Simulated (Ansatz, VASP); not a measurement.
## Two plane-wave programs on V

```xyz
2
Lattice="0.0000 2.6313 2.6313 2.6313 0.0000 2.6313 2.6313 2.6313 0.0000" Properties=species:S:1:pos:R:3 pbc="T T T"
V     0.6578    0.6578    0.6578
V     4.6048    4.6048    4.6048
```

Alike in both runs: task single point; functional BLYP; k mesh 17 × 17 × 17; occupations fermi-dirac, width 0.1 eV; no spin polarisation.

|  | VASP | Ansatz |
| --- | --- | --- |
| version | VASP 6.6.1 | Ansatz 0.2.0 |
| potentials or method | VASP PAW PBE potentials, release 64 (V_sv), cutoff 520 eV | plane waves (420 eV) with PAW, scalar-relativistic |
| valence electrons in the cell | 26 | 26 |

Ansatz gave:

```
pressure (GPa) : 5.4
```

Estimate VASP's values.

pressure (GPa): 5.9.

VASP's potentials were made for PBE, not for BLYP.
